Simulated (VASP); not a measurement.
# H3C2N: single point with PBE

System: H3C2N.

```
C N H
1.0
     8.05175    0.00000    0.00000
     0.00000    8.05175    0.00000
     0.00000    0.00000    8.05175
C N H
12 6 18
Cartesian
  6.7957 6.5088 7.5962
  6.1310 7.7720 7.5148
  0.6224 2.1969 6.9582
  2.0011 1.8730 7.2238
  2.8019 5.3483 4.1218
  2.6051 4.9290 5.5570
  0.9923 8.5057 2.8027
  0.2908 7.8934 3.8738
  4.6291 1.4074 3.9773
  5.8682 2.2579 4.0096
  5.1745 3.2669 1.3364
  6.5738 3.9383 1.8501
  5.4792 8.6914 7.4333
  3.0434 1.3497 7.2425
  2.8264 4.6548 6.6288
  -0.3960 7.7104 4.8270
  6.5930 3.1366 4.2492
  7.4414 4.7567 1.8227
  6.9817 6.0915 6.6621
  7.7354 6.6949 7.9823
  6.2245 5.7509 8.2908
  -0.0500 1.7276 7.6219
  0.4526 3.2124 6.7484
  0.4803 1.7304 5.9833
  3.9570 5.1110 3.6765
  2.0797 4.8788 3.5578
  2.7372 6.4176 3.6621
  0.2381 8.9688 2.1356
  1.5183 9.3975 3.2535
  1.7296 7.9746 2.2025
  3.8318 1.8843 3.5435
  5.0040 0.5659 3.4024
  4.4163 1.2603 4.9942
  5.7433 2.8988 0.5181
  5.0092 2.5878 2.2593
  4.6743 4.0977 1.1238
```

```json
{
  "Program": "VASP 6.6.1",
  "Task": "single point",
  "Functional": "PBE",
  "Potentials or basis": "VASP PAW PBE potentials, release 64 (C, N, H)",
  "Cutoff": "520 eV",
  "k mesh": "1 × 1 × 1",
  "Occupations": "fermi-dirac, width 0.05 eV",
  "Spin": "no spin polarisation",
  "Dipole correction": "no",
  "Further INCAR settings": "LREAL = Auto; ALGO = Normal; EDIFF = 1e-06; NBANDS = 72"
}
```

The pressure is 2.5 GPa. The largest force is 8.011 eV/Å and the band gap on the k mesh is 4.85 eV.

Forces in eV/Å, atoms in the order of the input:
```
C   -2.497 -0.922  2.006
C    1.570 -3.957 -0.030
C    1.159 -0.697 -1.263
C    0.100 -0.547 -0.025
C    3.593  1.261 -0.429
C    0.851  2.948 -6.329
C    0.509  1.995 -0.523
C   -1.901 -0.521  2.643
C    4.205 -0.293 -0.111
C   -2.004  0.323  1.118
C    6.380 -2.270  4.280
C   -0.413  2.222 -1.083
N   -1.474  4.107 -0.176
N   -0.567  0.312  0.275
N    0.331 -1.304  4.814
N    1.519 -0.113 -2.078
N    0.797 -0.219  0.204
N   -1.223 -2.085  0.481
H   -0.055 -0.817 -2.036
H    2.269  0.042  1.320
H    1.071  1.543 -1.310
H   -0.944 -0.286  0.992
H   -0.340  1.671  0.331
H   -0.449 -0.341 -0.269
H   -2.930 -0.056  1.552
H   -1.544 -1.628 -1.677
H   -0.211 -1.059  2.051
H    0.218 -0.243 -0.061
H   -0.246 -0.595 -0.332
H   -0.088 -0.531  0.045
H   -1.931  1.316 -1.387
H   -0.768 -0.925  0.101
H   -0.385 -0.981  1.736
H   -0.841 -1.557 -1.449
H   -0.669  1.046 -2.569
H   -3.092  3.161 -0.813
```

Stress tensor (GPa, compression positive):
```
 0.94 -2.72  2.20
-2.72  3.55  0.05
 2.20  0.05  2.92
```

Levels at points of the mesh, in eV from the valence-band top:
```csv
k point,band 44,band 45,band 46,band 47,band 48,band 49,band 50,band 51,band 52,band 53
"(0.00, 0.00, 0.00)",-0.77,-0.63,-0.59,-0.33,0.00,4.85,5.37,5.49,5.73,5.86
```

It took 51 s on 1 thread of AMD EPYC 9R14 (Zen 4), on a shared host, peak memory 0.43 GiB.

Caveat: the k points lie up to 0.78 Å⁻¹ apart; the atoms stand as in a frame of molecular dynamics.
